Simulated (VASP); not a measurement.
# Pt (Im-3m) in VASP: a series of runs

Runs on Pt. Level: PBE. Tasks: single point, relaxation of cell and atoms.

All numbers are computed with VASP 6.6.1; they aren't measurements. Logs are shortened: lines on timing, memory, paths and dates and some standing lists are left out, and cuts for length are marked.

**1. The cell of the first run**

It takes space group Im-3m (No. 229, cubic). Conventional cell: a = 3.164 Å, b = 3.164 Å, c = 3.164 Å, α = 90.00°, β = 90.00°, γ = 90.00°. Pt (site symmetry m-3m) has 14 Pt at 2.74 to 3.16 Å within 3.6 Å.

This isn't the form of Pt at room conditions, which is fcc.

**2. Single point, PBE**

INCAR reads:

```
  PREC = Accurate
  ENCUT = 520
  EDIFF = 1E-6
  ISMEAR = 0
  SIGMA = 0.1
  LREAL = False
  LASPH = True
  NELM = 60
  ALGO = Normal
  ISIF = 2
  LWAVE = False
  LCHARG = False
  GGA = PE
  NBANDS = 11
```

KPOINTS reads:

```
regular mesh
0
Gamma
  24 24 24
```

POSCAR reads:

```
Pt
1.0
   -1.5818559873      1.5818559873      1.5818559873
    1.5818559873     -1.5818559873      1.5818559873
    1.5818559873      1.5818559873     -1.5818559873
Pt
1
Direct
    0.0000000000      0.0000000000      0.0000000000
```

Potentials or basis: VASP PAW PBE potentials, release 64 (Pt).

Run with:

```console
cat potpaw_PBE.64/Pt/POTCAR > POTCAR
mpirun -np 1 vasp_std > vasp.out
```

OUTCAR:

```text
PREC = Accurate
   ENCUT = 520
   EDIFF = 1E-6
   ISMEAR = 0
   LREAL = False
   LASPH = True
   NELM = 60
   ISIF = 2
   GGA = PE

 ion  position               nearest neighbor table
   1  0.000  0.000  0.000-

  LATTYP: Found a body centered cubic cell.
 ALAT       =     3.1637119746

  Lattice vectors:

 A1 = (  -1.5818559873,   1.5818559873,   1.5818559873)
 A2 = (   1.5818559873,  -1.5818559873,   1.5818559873)
 A3 = (   1.5818559873,   1.5818559873,  -1.5818559873)

Analysis of symmetry for initial positions (statically):
=====================================================================
 Subroutine PRICEL returns:
 Original cell was already a primitive cell.

 Routine SETGRP: Setting up the symmetry group for a
 body centered cubic supercell.

 Subroutine GETGRP returns: Found 48 space group operations
 (whereof 48 operations were pure point group operations)
 out of a pool of 48 trial point group operations.

The static configuration has the point symmetry O_h .

Analysis of symmetry for dynamics (positions and initial velocities):
=====================================================================
 Subroutine PRICEL returns:
 Original cell was already a primitive cell.

 Routine SETGRP: Setting up the symmetry group for a
 body centered cubic supercell.

 Subroutine GETGRP returns: Found 48 space group operations
 (whereof 48 operations were pure point group operations)
 out of a pool of 48 trial point group operations.

The dynamic configuration has the point symmetry O_h .

 Subroutine INISYM returns: Found 48 space group operations
 (whereof 48 operations are pure point group operations),
 and found     1 'primitive' translations

----------------------------------------------------------------------------------------

                                     Primitive cell

  volume of cell :      15.8329

  direct lattice vectors                    reciprocal lattice vectors
    -1.581855987  1.581855987  1.581855987     0.000000000  0.316084400  0.316084400
     1.581855987 -1.581855987  1.581855987     0.316084400  0.000000000  0.316084400
     1.581855987  1.581855987 -1.581855987     0.316084400  0.316084400  0.000000000

  length of vectors
     2.739854940  2.739854940  2.739854940     0.447010845  0.447010845  0.447010845

  position of ions in fractional coordinates (direct lattice)
     0.000000000  0.000000000  0.000000000

  ion indices of the primitive-cell ions
   primitive index   ion index
                 1           1

----------------------------------------------------------------------------------------

 KPOINTS: regular mesh

Automatic generation of k-mesh.
 Grid dimensions read from file:
 generate k-points for:   24   24   24

 Generating k-lattice:

  Cartesian coordinates                     Fractional coordinates (reciprocal lattice)
     0.000000000  0.013170183  0.013170183     0.041666667  0.000000000  0.000000000
     0.013170183  0.000000000  0.013170183     0.000000000  0.041666667  0.000000000
     0.013170183  0.013170183  0.000000000     0.000000000  0.000000000  0.041666667

  Length of vectors
     0.018625452  0.018625452  0.018625452

  Shift w.r.t. Gamma in fractional coordinates (k-lattice)
     0.000000000  0.000000000  0.000000000

 Subroutine IBZKPT returns following result:
 ===========================================

 Found    413 irreducible k-points:

 Following reciprocal coordinates:
            Coordinates               Weight
  0.000000  0.000000  0.000000      1.000000
  0.041667  0.000000  0.000000     12.000000
  0.083333  0.000000  0.000000     12.000000
  0.125000  0.000000  0.000000     12.000000
  0.166667  0.000000  0.000000     12.000000
  0.208333  0.000000  0.000000     12.000000
[... 16 lines left out ...]
  0.416667  0.041667  0.000000     48.000000
  0.458333  0.041667 -0.000000     48.000000
 [... further k-points ...]
   k-points           NKPTS =    413   k-points in BZ     NKDIM =    413   number of bands    NBANDS=     11
   number of dos      NEDOS =    301   number of ions     NIONS =      1
   total plane-waves  NPLWV =   8000
   dimension x,y,z NGX =    20 NGY =   20 NGZ =   20
   dimension x,y,z NGXF=    40 NGYF=   40 NGZF=   40
   ions per type =               1
   NGX,Y,Z   is equivalent  to a cutoff of  12.14, 12.14, 12.14 a.u.
   NGXF,Y,Z  is equivalent  to a cutoff of  24.27, 24.27, 24.27 a.u.
 SYSTEM =  unknown system
   PREC   = accura    normal or accurate (medium, high low for compatibility)
   ISTART =      0    job   : 0-new  1-cont  2-samecut
   ICHARG =      2    charge: 1-file 2-atom 10-const
   ISPIN  =      1    spin polarized calculation?
   LNONCOLLINEAR =      F non collinear calculations
   LSORBIT =      F    spin-orbit coupling
   LASPH  =      T    aspherical Exc in radial PAW
   ENCUT  =  520.0 eV  38.22 Ry    6.18 a.u.   5.09  5.09  5.09*2*pi/ulx,y,z
   NELM   =     60;   NELMIN=  2; NELMDL= -5     # of ELM steps
   EDIFF  = 0.1E-05   stopping-criterion for ELM
   LREAL  =      F    real-space projection
   EDIFFG = 0.1E-04   stopping-criterion for IOM
   NSW    =      0    number of steps for IOM
[... 5 lines left out ...]
   TEBEG  =    0.0;   TEEND  =   0.0 temperature during run
   PSTRESS=    0.0 pullay stress
   NELECT =      10.0000    total number of electrons
   NUPDOWN=      -1.0000    fix difference up-down
   EMIN   =  10.00;   EMAX   =-10.00  energy-range for DOS
   EFERMI =   0.00;   METHOD = LEGACY
   ISMEAR =     0;   SIGMA  =   0.10  broadening in eV -4-tet -1-fermi 0-gaus
   EFERMI_NEDOS =   21; number of points for ismear=-14 and -15
   IALGO  =     38    algorithm
   IMIX   =      4    mixing-type and parameters
     AMIX     =   0.40;   BMIX     =  1.00
     AMIX_MAG =   1.60;   BMIX_MAG =  1.00
  volume/ion in A,a.u.               =      15.83       106.85
  Fermi-wavevector in a.u.,A,eV,Ry     =   1.404606  2.654321 26.843184  1.972918
  Thomas-Fermi vector in A             =   2.527151
   LORBIT       =      0    0 simple, 1 ext, 2 COOP (PROOUT), +10 PAW based schemes
   GGA     = PE    functional components
   LHFCALC =     F    Hartree Fock is set to
   AEXX    =    0.0000 exact exchange contribution
   IVDW    =     0    specifies the selected vdW correction
   LEPSILON=     F    determine dielectric tensor
   LRPA    =     F    only Hartree local field effects (RPA)
 non-spin polarized calculation
 Gauss-broadening in eV      SIGMA  =   0.10
  energy-cutoff  :      520.00
  volume of cell :       15.83
 maximum number of plane-waves:       438
   NGX = 11   NGY = 11   NGZ = 11

 number of electron      10.0000000 magnetization

 Free energy of the ion-electron system (eV)
  ---------------------------------------------------
  ext. energy  EPLUGINS =         0.00000000
  ---------------------------------------------------
  free energy    TOTEN  =        -6.00278436 eV

  energy without entropy =       -5.99661256  energy(sigma->0) =       -5.99969846

 E-fermi :  10.1763     XC(G=0): -13.1914

 val. band max:       10.1757365315   @ k =  -0.3750   0.5000   0.0833
 cond. band min:      10.1807601036   @ k =  -0.3333   0.3750   0.0417
 fundamental gap:      0.0050235721
 Fermi energy:        10.1762964710

 k-point     1 :       0.0000    0.0000    0.0000
  band No.  band energies     occupation
      1       0.6877      2.00000
      2       6.6950      2.00000
      3       6.6950      2.00000
      4       6.6950      2.00000
      5       9.1692      2.00000
      6       9.1692      2.00000
      7      27.2618      0.00000
      8      27.2618      0.00000
      9      27.2618      0.00000
     10      37.2704      0.00000
     11      37.2709      0.00000

 k-point     2 :       0.0417    0.0000    0.0000
  band No.  band energies     occupation
      1       0.7586      2.00000
      2       6.6671      2.00000
      3       6.6953      2.00000
      4       6.7514      2.00000
      5       9.1321      2.00000
      6       9.1710      2.00000
      7      27.2974      0.00000
      8      27.3226      0.00000
      9      27.3658      0.00000
     10      35.8697      0.00000
     11      36.3493      0.00000

 k-point     3 :       0.0833    0.0000    0.0000
  band No.  band energies     occupation
      1       0.9682      2.00000
      2       6.5862      2.00000
      3       6.6937      2.00000
      4       6.9194      2.00000
      5       9.0336      2.00000
      6       9.1769      2.00000
      7      27.3783      0.00000
      8      27.4568      0.00000
      9      27.6735      0.00000
     10      34.5066      0.00000
     11      34.9890      0.00000

 k-point     4 :       0.1250    0.0000    0.0000
  band No.  band energies     occupation
      1       1.3062      2.00000
      2       6.4604      2.00000
      3       6.6844      2.00000
      4       7.1942      2.00000
      5       8.9076      2.00000
      6       9.1883      2.00000
      7      27.4186      0.00000
      8      27.4971      0.00000
      9      28.1726      0.00000
     10      33.4560      0.00000
     11      33.6429      0.00000
[... 239 lines left out ...]
 k-point    22 :       0.3750    0.0417   -0.0000
  band No.  band energies     occupation
      1       3.6792      2.00000
      2       5.4208      2.00000
      3       8.3698      2.00000
      4       9.1029      2.00000
      5       9.5306      2.00000
      6      10.7260      0.00000
      7      18.7467      0.00000
      8      24.0150      0.00000
      9      26.9833      0.00000
     10      33.8098      0.00000
     11      34.2945      0.00000

 k-point    23 :       0.4167    0.0417    0.0000
  band No.  band energies     occupation
      1       3.6787      2.00000
      2       5.3398      2.00000
      3       8.8125      2.00000
      4       9.2478      2.00000
      5       9.8432      2.00000
      6      11.2114      0.00000
      7      17.3905      0.00000
      8      23.6607      0.00000
      9      26.2595      0.00000
     10      34.1737      0.00000
     11      34.6658      0.00000

 k-point    24 :       0.4583    0.0417   -0.0000
  band No.  band energies     occupation
      1       3.6674      2.00000
      2       5.2984      2.00000
      3       8.9636      2.00000
      4       9.2964      2.00000
      5      10.2181      0.55422
      6      11.5384      0.00000
      7      16.5353      0.00000
      8      23.4792      0.00000
      9      25.8733      0.00000
     10      34.1527      0.00000
     11      34.9619      0.00000

 [... further k-points ...]

------------------------ aborting loop because EDIFF is reached ----------------------------------------

  FORCE on cell =-STRESS in cart. coord.  units (eV):
  Direction    XX          YY          ZZ          XY          YZ          ZX
  --------------------------------------------------------------------------------------
  -------------------------------------------------------------------------------------
  Total       -0.0460322     -0.0460322     -0.0460322     -0.0000000     -0.0000000      0.0000000
  in kB       -4.6581296     -4.6581296     -4.6581296     -0.0000000     -0.0000000      0.0000000
  external PRESSURE =      -4.6581296 kB  Pullay stress =       0.0000000 kB

 VOLUME and BASIS-vectors are now :
 -----------------------------------------------------------------------------
  energy-cutoff  :      520.00
  volume of cell :       15.83
      direct lattice vectors                 reciprocal lattice vectors
    -1.581855987  1.581855987  1.581855987     0.000000000  0.316084400  0.316084400
     1.581855987 -1.581855987  1.581855987     0.316084400  0.000000000  0.316084400
     1.581855987  1.581855987 -1.581855987     0.316084400  0.316084400  0.000000000

 POSITION                                       TOTAL-FORCE (eV/Angst)
 -----------------------------------------------------------------------------------
      0.00000      0.00000      0.00000         0.000000      0.000000      0.000000
 -----------------------------------------------------------------------------------
    total drift:                                0.000000     -0.000000      0.000000

  FREE ENERGIE OF THE ION-ELECTRON SYSTEM (eV)
  ---------------------------------------------------
  free  energy   TOTEN  =        -6.0027843602 eV

  energy  without entropy=       -5.9966125589  energy(sigma->0) =       -5.99969846
```

Wall time 84 s (1 thread of AMD EPYC 7R13, shared host); peak memory 0.15 GiB.

What came out:

```yaml
Free_energy: -6.0028 eV
Pressure: -0.5 GPa
Band_gap_on_the_k_mesh: zero (bands 5 and 6 overlap by 2.15 eV)
```

Levels at points of the mesh, in eV from the Fermi level:
| k point | band 2 | band 3 | band 4 | band 5 | band 6 | band 7 | band 8 | band 9 |
| --- | --- | --- | --- | --- | --- | --- | --- | --- |
| (0.00, 0.00, 0.00) | -3.48 | -3.48 | -3.48 | -1.01 | -1.01 | 17.09 | 17.09 | 17.09 |
| (0.50, 0.00, 0.00) | -4.90 | -1.19 | -0.69 | 0.26 | 1.03 | 6.26 | 13.25 | 15.82 |
| (0.50, 0.50, 0.50) | -6.06 | 0.51 | 0.51 | 0.51 | 7.65 | 7.65 | 7.65 | 12.74 |

Caveat: spin-orbit coupling is left out, which moves the levels of the heavy elements.

**3. Relaxation of cell and atoms, PBE**

This run uses another cell than the first one, of 15.90 Å³/atom.

INCAR reads:

```
SYSTEM = Pt
PREC = Accurate
ENCUT = 600
EDIFF = 1E-6
ISMEAR = 0
SIGMA = 0.1
LREAL = .False.
LASPH = .True.
NELM = 100
ALGO = Normal
ISIF = 3
LWAVE = .False.
LCHARG = .False.
GGA = PE
IBRION = 2
NSW = 100
EDIFFG = -0.01
```

KPOINTS reads:

```
regular mesh
0
Gamma
  24 24 24
  0 0 0
```

POSCAR reads:

```
Pt
1.0
   -1.5842200000      1.5842200000      1.5842200000
    1.5842200000     -1.5842200000      1.5842200000
    1.5842200000      1.5842200000     -1.5842200000
Pt
1
Direct
    0.0000000000      0.0000000000      0.0000000000
```

Potentials or basis: VASP PAW PBE potentials, release 64 (Pt).

Run with:

```console
cat potpaw_PBE.64/Pt/POTCAR > POTCAR
mpirun -np 1 vasp_std > vasp.out
```

OUTCAR:

```text
SYSTEM = Pt
   PREC = Accurate
   ENCUT = 600
   EDIFF = 1E-6
   ISMEAR = 0
   LREAL = .False.
   LASPH = .True.
   NELM = 100
   ISIF = 3
   GGA = PE
   IBRION = 2
   NSW = 100
   EDIFFG = -0.01

 ion  position               nearest neighbor table
   1  0.000  0.000  0.000-

  LATTYP: Found a body centered cubic cell.
 ALAT       =     3.1684400000

  Lattice vectors:

 A1 = (  -1.5842200000,   1.5842200000,   1.5842200000)
 A2 = (   1.5842200000,  -1.5842200000,   1.5842200000)
 A3 = (   1.5842200000,   1.5842200000,  -1.5842200000)

Analysis of symmetry for initial positions (statically):
=====================================================================
 Subroutine PRICEL returns:
 Original cell was already a primitive cell.

 Routine SETGRP: Setting up the symmetry group for a
 body centered cubic supercell.

 Subroutine GETGRP returns: Found 48 space group operations
 (whereof 48 operations were pure point group operations)
 out of a pool of 48 trial point group operations.

The static configuration has the point symmetry O_h .

Analysis of symmetry for dynamics (positions and initial velocities):
=====================================================================
[... 170 lines left out ...]
  external PRESSURE =     -14.1900738 kB  Pullay stress =       0.0000000 kB
[... 57 lines left out ...]
--------------------------------------- Ionic step        3  -------------------------------------------

 number of electron       9.9999999 magnetization

 Free energy of the ion-electron system (eV)
  ---------------------------------------------------
  ext. energy  EPLUGINS =         0.00000000
  ---------------------------------------------------
  free energy    TOTEN  =        -6.00298434 eV

  energy without entropy =       -5.99682673  energy(sigma->0) =       -5.99990553

 E-fermi :  10.2048     XC(G=0): -13.2010

 val. band max:       10.2044315983   @ k =  -0.3750   0.5000   0.0833
 cond. band min:      10.2093040805   @ k =  -0.3333   0.3750   0.0417
 fundamental gap:      0.0048724822
 Fermi energy:        10.2048010489

 k-point     1 :       0.0000    0.0000    0.0000
  band No.  band energies     occupation
      1       0.6997      2.00000
      2       6.7148      2.00000
      3       6.7148      2.00000
      4       6.7148      2.00000
      5       9.1950      2.00000
      6       9.1950      2.00000
      7      27.2900      0.00000
      8      27.2900      0.00000
      9      27.2900      0.00000
[... 265 lines left out ...]
 k-point    24 :       0.4583    0.0417    0.0000
  band No.  band energies     occupation
      1       3.6807      2.00000
      2       5.3144      2.00000
      3       8.9892      2.00000
      4       9.3222      2.00000
      5      10.2440      0.57897
      6      11.5692      0.00000
      7      16.5776      0.00000
      8      23.5085      0.00000
      9      25.9163      0.00000

 [... further k-points ...]

------------------------ aborting loop because EDIFF is reached ----------------------------------------

  FORCE on cell =-STRESS in cart. coord.  units (eV):
  Direction    XX          YY          ZZ          XY          YZ          ZX
  --------------------------------------------------------------------------------------
  -------------------------------------------------------------------------------------
  Total        0.0005982      0.0005982      0.0005982      0.0000000      0.0000000      0.0000000
  in kB        0.0606294      0.0606294      0.0606294      0.0000000      0.0000000      0.0000000
  external PRESSURE =       0.0606294 kB  Pullay stress =       0.0000000 kB
[... 16 lines left out ...]
  FREE ENERGIE OF THE ION-ELECTRON SYSTEM (eV)
  ---------------------------------------------------
  free  energy   TOTEN  =        -6.0029843425 eV

  energy  without entropy=       -5.9968267259  energy(sigma->0) =       -5.99990553

 reached required accuracy - stopping structural energy minimisation
```

OSZICAR:

```text
N       E                     dE             d eps       ncg     rms          rms(c)
DAV:   1     0.414564792672E+02    0.41456E+02   -0.59809E+03  7586   0.116E+03
DAV:   2    -0.587661622827E+01   -0.47333E+02   -0.45524E+02  7844   0.197E+02
[... 20 lines left out ...]
DAV:   1    -0.602152951818E+01   -0.21010E-01   -0.43045E-01  7476   0.692E+00    0.865E-01
DAV:   2    -0.600377040981E+01    0.17759E-01   -0.56718E-02  7469   0.206E+00    0.355E-01
DAV:   3    -0.600292281607E+01    0.84759E-03   -0.44909E-03  7842   0.542E-01    0.211E-01
DAV:   4    -0.600298182421E+01   -0.59008E-04   -0.16356E-04  7957   0.103E-01    0.143E-02
DAV:   5    -0.600298391581E+01   -0.20916E-05   -0.31131E-06  9247   0.130E-02    0.384E-03
DAV:   6    -0.600298434251E+01   -0.42669E-06   -0.21058E-07  3930   0.366E-03
   3 F= -.60029843E+01 E0= -.59999055E+01  d E =-.437488E-03
```

CONTCAR:

```text
Pt
   1.00000000000000
    -1.5810041500863639    1.5810041500863639    1.5810041500863639
     1.5810041500863639   -1.5810041500863639    1.5810041500863639
     1.5810041500863639    1.5810041500863639   -1.5810041500863639
  Pt
     1
Direct
     0.0000000000000000    0.0000000000000000    0.0000000000000000

  0.00000000E+00  0.00000000E+00  0.00000000E+00
```

It took 3.2 min on 1 thread of AMD EPYC 7R13, shared host; peak memory 0.19 GiB.

What came out:

| Item | Value |
| --- | --- |
| Free energy | -6.0030 eV |
| Relaxed volume | 15.81 Å³/atom |
| Relaxed cell | a = 2.738 Å, b = 2.738 Å, c = 2.738 Å, α = 109.47°, β = 109.47°, γ = 109.47° |
| Space group after relaxing (to 0.1 Å) | Im-3m (No. 229) |
| Energy gained by relaxing | 0.4 meV/atom |
| Ionic steps | 3 |
| Pressure after relaxing | 0.0 GPa |
| Band gap on the k mesh | zero (bands 5 and 6 overlap by 2.16 eV) |

Step by step:
```csv
step,energy change (eV),largest force (eV/Å),pressure (GPa),volume (Å³)
1,0.0000,0.0000,-1.42,15.90
2,0.0020,0.0000,3.58,15.58
3,-0.0004,0.0000,0.01,15.81
```

Final structure:
```
CELL_PARAMETERS angstrom
-1.58100 1.58100 1.58100
1.58100 -1.58100 1.58100
1.58100 1.58100 -1.58100
ATOMIC_POSITIONS crystal
Pt 0.00000 0.00000 0.00000
```

Levels at points of the mesh, in eV from the Fermi level:
| k point | band 3 | band 4 | band 5 | band 6 | band 7 | band 8 |
| --- | --- | --- | --- | --- | --- | --- |
| (0.00, 0.00, 0.00) | -3.49 | -3.49 | -1.01 | -1.01 | 17.09 | 17.09 |
| (0.50, 0.00, 0.00) | -1.19 | -0.69 | 0.26 | 1.03 | 6.28 | 13.25 |
| (0.50, 0.50, 0.50) | 0.51 | 0.51 | 0.51 | 7.65 | 7.65 | 7.65 |

Caveat: spin-orbit coupling is left out, which moves the levels of the heavy elements.
